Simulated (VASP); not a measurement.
# Ge (Fmmm) in VASP: single point with PBEsol

Aim: the single point of Ge with PBEsol.

Program: VASP 6.6.1. These are calculated values, not measurements. Logs are shortened: lines on timing, memory, paths and dates and some standing lists are left out, and cuts for length are marked.

### Step 1. The cell of the first run

The structure is orthorhombic, space group Fmmm (No. 69). Conventional cell: a = 3.430 Å, b = 4.446 Å, c = 9.913 Å, α = 90.00°, β = 90.00°, γ = 90.00°. Within 3.6 Å of Ge (site symmetry mm2) lie 11 Ge at 2.70 to 3.43 Å.

### Step 2. Single point, PBEsol

INCAR reads:

```
SYSTEM = Ge
PREC = Accurate
ENCUT = 520
EDIFF = 1E-6
ISMEAR = 0
SIGMA = 0.1
LREAL = .FALSE.
LASPH = .TRUE.
NELM = 80
ALGO = Normal
ISIF = 2
LWAVE = .FALSE.
LCHARG = .FALSE.
GGA = PS
NBANDS = 36
```

KPOINTS reads:

```
regular mesh
0
G
  12 12 10
  0 0 0
```

POSCAR reads:

```
Ge
1.0
    1.7148289692     -4.9563008407      0.0000000000
    1.7148289692      4.9563008407      0.0000000000
    0.0000000000      0.0000000000      4.4456267455
Ge
4
Direct
    0.1363752451      0.8636247549      0.9999982892
    0.6363752451      0.3636247549      0.5000017108
    0.8636247549      0.1363752451      0.0000017108
    0.3636247549      0.6363752451      0.4999982892
```

Potentials or basis: VASP PAW PBE potentials, release 64 (Ge_d).

Command:

```sh
$ cat potpaw_PBE.64/Ge_d/POTCAR > POTCAR
$ mpirun -np 1 vasp_std > vasp.out
```

OUTCAR:

```text
SYSTEM = Ge
   PREC = Accurate
   ENCUT = 520
   EDIFF = 1E-6
   ISMEAR = 0
   LREAL = .FALSE.
   LASPH = .TRUE.
   NELM = 80
   ISIF = 2
   GGA = PS

 ion  position               nearest neighbor table
   1  0.136  0.864  1.000-   3 2.70   2 2.81   2 2.81   2 2.81   2 2.81   3 2.83   3 2.83
   2  0.636  0.364  0.500-   4 2.70   1 2.81   1 2.81   1 2.81   1 2.81   4 2.83   4 2.83
   3  0.864  0.136  0.000-   1 2.70   4 2.81   4 2.81   4 2.81   4 2.81   1 2.83   1 2.83
   4  0.364  0.636  0.500-   2 2.70   3 2.81   3 2.81   3 2.81   3 2.81   2 2.83   2 2.83

  LATTYP: Found a base centered orthorhombic cell.
 ALAT       =     3.4296579384
 B/A-ratio  =     2.8902595709
 C/A-ratio  =     1.2962303604

  Lattice vectors:

 A1 = (   1.7148289692,  -4.9563008407,   0.0000000000)
 A2 = (   1.7148289692,   4.9563008407,   0.0000000000)
 A3 = (   0.0000000000,   0.0000000000,   4.4456267455)

Analysis of symmetry for initial positions (statically):
=====================================================================
 Subroutine PRICEL returns following result:

  LATTYP: Found a face centered orthorhombic cell.
 ALAT       =     3.4296579385
 B/A-ratio  =     1.2962303603
 C/A-ratio  =     2.8902595708

  Lattice vectors:

 A1 = (   0.0000000000,  -4.9563008407,   2.2228285839)
 A2 = (   1.7148289692,  -4.9563008407,   0.0000304223)
 A3 = (   1.7148289692,   0.0000000000,   2.2228285839)

   2 primitive cells build up your supercell.

 Routine SETGRP: Setting up the symmetry group for a
 base centered orthorhombic supercell.

 Subroutine GETGRP returns: Found  8 space group operations
 (whereof  8 operations were pure point group operations)
 out of a pool of  8 trial point group operations.

The static configuration has the point symmetry D_2h.

Analysis of symmetry for dynamics (positions and initial velocities):
=====================================================================
 Subroutine PRICEL returns following result:

  LATTYP: Found a face centered orthorhombic cell.
 ALAT       =     3.4296579385
 B/A-ratio  =     1.2962303603
 C/A-ratio  =     2.8902595708

  Lattice vectors:

 A1 = (   0.0000000000,  -4.9563008407,   2.2228285839)
 A2 = (   1.7148289692,  -4.9563008407,   0.0000304223)
 A3 = (   1.7148289692,   0.0000000000,   2.2228285839)

   2 primitive cells build up your supercell.

 Routine SETGRP: Setting up the symmetry group for a
 base centered orthorhombic supercell.

 Subroutine GETGRP returns: Found  8 space group operations
 (whereof  8 operations were pure point group operations)
 out of a pool of  8 trial point group operations.

The dynamic configuration has the point symmetry D_2h.

 Subroutine INISYM returns: Found  8 space group operations
 (whereof  8 operations are pure point group operations),
 and found     2 'primitive' translations

----------------------------------------------------------------------------------------

                                     Primitive cell

  volume of cell :      37.7843

  direct lattice vectors                    reciprocal lattice vectors
     0.000000000 -4.956300841  2.222828584    -0.291576262 -0.100880999  0.224940162
     1.714828969 -4.956300841  0.000030422     0.291576262 -0.100882379 -0.224940162
     1.714828969  0.000000000  2.222828584     0.291572272  0.100882379  0.224940162

  length of vectors
     5.431931971  5.244573998  2.807419688     0.381826884  0.381827249  0.381824201

  position of ions in fractional coordinates (direct lattice)
     0.136372601  0.136377889  0.863622111
     0.863620556  0.863628954  0.136371046

  ion indices of the primitive-cell ions
   primitive index   ion index
                 1           1
                 2           3

----------------------------------------------------------------------------------------

 KPOINTS: regular mesh

Automatic generation of k-mesh.
 Grid dimensions read from file:
 generate k-points for:   12   12   10

 Generating k-lattice:

  Cartesian coordinates                     Fractional coordinates (reciprocal lattice)
     0.024297856 -0.008406807  0.000000000     0.083333333  0.000000000  0.000000000
     0.024297856  0.008406807  0.000000000     0.000000000  0.083333333  0.000000000
     0.000000000  0.000000000  0.022494016     0.000000000  0.000000000  0.100000000

  Length of vectors
     0.025711091  0.025711091  0.022494016

  Shift w.r.t. Gamma in fractional coordinates (k-lattice)
     0.000000000  0.000000000  0.000000000

 Subroutine IBZKPT returns following result:
 ===========================================

 Found    258 irreducible k-points:

 Following reciprocal coordinates:
            Coordinates               Weight
  0.000000  0.000000  0.000000      1.000000
  0.083333 -0.000000  0.000000      4.000000
  0.166667 -0.000000  0.000000      4.000000
  0.250000  0.000000  0.000000      4.000000
  0.333333 -0.000000  0.000000      4.000000
  0.416667 -0.000000  0.000000      4.000000
[... 16 lines left out ...]
  0.500000  0.166667  0.000000      4.000000
 -0.416667  0.166667  0.000000      4.000000
 [... further k-points ...]
   k-points           NKPTS =    258   k-points in BZ     NKDIM =    258   number of bands    NBANDS=     36
   number of dos      NEDOS =    301   number of ions     NIONS =      4
   total plane-waves  NPLWV =  57600
   dimension x,y,z NGX =    40 NGY =   40 NGZ =   36
   dimension x,y,z NGXF=    80 NGYF=   80 NGZF=   72
   ions per type =               4
   NGX,Y,Z   is equivalent  to a cutoff of  12.68, 12.68, 13.46 a.u.
   NGXF,Y,Z  is equivalent  to a cutoff of  25.36, 25.36, 26.92 a.u.
 SYSTEM =  Ge
   PREC   = accura    normal or accurate (medium, high low for compatibility)
   ISTART =      0    job   : 0-new  1-cont  2-samecut
   ICHARG =      2    charge: 1-file 2-atom 10-const
   ISPIN  =      1    spin polarized calculation?
   LNONCOLLINEAR =      F non collinear calculations
   LSORBIT =      F    spin-orbit coupling
   LASPH  =      T    aspherical Exc in radial PAW
   ENCUT  =  520.0 eV  38.22 Ry    6.18 a.u.   9.75  9.75  8.27*2*pi/ulx,y,z
   NELM   =     80;   NELMIN=  2; NELMDL= -5     # of ELM steps
   EDIFF  = 0.1E-05   stopping-criterion for ELM
   LREAL  =      F    real-space projection
   EDIFFG = 0.1E-04   stopping-criterion for IOM
   NSW    =      0    number of steps for IOM
   IBRION =     -1    ionic relax: 0-MD 1-quasi-New 2-CG
   NFREE  =      0    steps in history (QN), initial steepest desc. (CG)
   ISIF   =      2    stress and relaxation
   ISYM   =      2    0-nonsym 1-usesym 2-fastsym
   POTIM  = 0.5000    time-step for ionic-motion
   TEBEG  =    0.0;   TEEND  =   0.0 temperature during run
   PSTRESS=    0.0 pullay stress
   NELECT =      56.0000    total number of electrons
   NUPDOWN=      -1.0000    fix difference up-down
   EMIN   =  10.00;   EMAX   =-10.00  energy-range for DOS
   EFERMI =   0.00;   METHOD = LEGACY
   ISMEAR =     0;   SIGMA  =   0.10  broadening in eV -4-tet -1-fermi 0-gaus
   EFERMI_NEDOS =   21; number of points for ismear=-14 and -15
   IALGO  =     38    algorithm
   IMIX   =      4    mixing-type and parameters
     AMIX     =   0.40;   BMIX     =  1.00
     AMIX_MAG =   1.60;   BMIX_MAG =  1.00
  volume/ion in A,a.u.               =      18.89       127.49
  Fermi-wavevector in a.u.,A,eV,Ry     =   1.481461  2.799556 29.861087  2.194728
  Thomas-Fermi vector in A             =   2.595369
   LORBIT       =      0    0 simple, 1 ext, 2 COOP (PROOUT), +10 PAW based schemes
   GGA     = PS    functional components
   LHFCALC =     F    Hartree Fock is set to
   AEXX    =    0.0000 exact exchange contribution
   IVDW    =     0    specifies the selected vdW correction
   LEPSILON=     F    determine dielectric tensor
   LRPA    =     F    only Hartree local field effects (RPA)
 non-spin polarized calculation
 Gauss-broadening in eV      SIGMA  =   0.10
  energy-cutoff  :      520.00
  volume of cell :       75.57
 maximum number of plane-waves:      2056
   NGX = 19   NGY = 19   NGZ = 17

 number of electron      56.0000013 magnetization

 Free energy of the ion-electron system (eV)
  ---------------------------------------------------
  ext. energy  EPLUGINS =         0.00000000
  ---------------------------------------------------
  free energy    TOTEN  =       -18.58562568 eV

  energy without entropy =      -18.57490172  energy(sigma->0) =      -18.58026370

 E-fermi :   6.5493     XC(G=0): -11.3736

 val. band max:        6.5480997054   @ k =  -0.0833   0.0833   0.0000
 cond. band min:       6.5564933548   @ k =   0.4167   0.1667   0.2000
 fundamental gap:      0.0083936494
 Fermi energy:         6.5493200273

 k-point     1 :       0.0000    0.0000    0.0000
  band No.  band energies     occupation
      1     -18.1433      2.00000
      2     -18.1280      2.00000
      3     -18.1251      2.00000
      4     -18.1149      2.00000
      5     -18.0926      2.00000
      6     -18.0882      2.00000
[... 28 lines left out ...]
     35      13.8102      0.00000
     36      14.1659      0.00000

 k-point     2 :       0.0833   -0.0000    0.0000
  band No.  band energies     occupation
      1     -18.1405      2.00000
      2     -18.1269      2.00000
      3     -18.1224      2.00000
      4     -18.1126      2.00000
      5     -18.0900      2.00000
      6     -18.0860      2.00000
[... 28 lines left out ...]
     35      13.1232      0.00000
     36      13.2215      0.00000

 k-point     3 :       0.1667   -0.0000    0.0000
  band No.  band energies     occupation
      1     -18.1320      2.00000
      2     -18.1237      2.00000
      3     -18.1143      2.00000
      4     -18.1060      2.00000
      5     -18.0853      2.00000
      6     -18.0789      2.00000
[... 28 lines left out ...]
     35      12.5667      0.00000
     36      12.7069      0.00000
[... 742 lines left out ...]
 k-point    23 :       0.5000    0.1667    0.0000
  band No.  band energies     occupation
      1     -18.1225      2.00000
      2     -18.1018      2.00000
      3     -18.0986      2.00000
      4     -18.0798      2.00000
      5     -18.0749      2.00000
      6     -18.0666      2.00000
[... 28 lines left out ...]
     35      11.6854      0.00000
     36      12.7898      0.00000

 k-point    24 :      -0.4167    0.1667    0.0000
  band No.  band energies     occupation
      1     -18.1269      2.00000
      2     -18.1209      2.00000
      3     -18.0981      2.00000
      4     -18.0977      2.00000
      5     -18.0849      2.00000
      6     -18.0803      2.00000
[... 28 lines left out ...]
     35      12.3544      0.00000
     36      12.4078      0.00000

 [... further k-points ...]
[... 5 lines left out ...]
  --------------------------------------------------------------------------------------
  -------------------------------------------------------------------------------------
  Total       -0.0049081     -0.0049473     -0.0194759      0.0000000      0.0000000      0.0000000
  in kB       -0.1040599     -0.1048917     -0.4129198      0.0000000      0.0000000      0.0000000
  external PRESSURE =      -0.2072905 kB  Pullay stress =       0.0000000 kB

 VOLUME and BASIS-vectors are now :
 -----------------------------------------------------------------------------
  energy-cutoff  :      520.00
  volume of cell :       75.57
      direct lattice vectors                 reciprocal lattice vectors
     1.714828969 -4.956300841  0.000000000     0.291574267 -0.100881689  0.000000000
     1.714828969  4.956300841  0.000000000     0.291574267  0.100881689  0.000000000
     0.000000000  0.000000000  4.445626746     0.000000000  0.000000000  0.224940162

 POSITION                                       TOTAL-FORCE (eV/Angst)
 -----------------------------------------------------------------------------------
      1.71483      3.60447      4.44562         0.000000      0.006610      0.000000
      1.71483     -1.35183      2.22282         0.000000      0.006610      0.000000
      1.71483     -3.60447      0.00001         0.000000     -0.006610      0.000000
      1.71483      1.35183      2.22281         0.000000     -0.006610      0.000000
 -----------------------------------------------------------------------------------
    total drift:                                0.000000      0.000000      0.000000

  FREE ENERGIE OF THE ION-ELECTRON SYSTEM (eV)
  ---------------------------------------------------
  free  energy   TOTEN  =       -18.5856256820 eV

  energy  without entropy=      -18.5749017232  energy(sigma->0) =      -18.58026370
```

It took 6.3 min on 1 thread of Intel Xeon Platinum 8488C (Sapphire Rapids), shared host; peak memory 0.58 GiB.

What came out:

```
Free energy            : -18.5856 eV
Pressure               : 0.0 GPa
Largest force          : 0.007 eV/Å
Band gap on the k mesh : zero (bands 28 and 29 overlap by 3.66 eV)
```

Forces in eV/Å, atoms in the order of the input:
```
Ge   0.000  0.007  0.000
Ge   0.000  0.007  0.000
Ge   0.000 -0.007  0.000
Ge   0.000 -0.007  0.000
```

Caveat: the PAW data sets were made with another functional, which shifts forces and pressure a little.
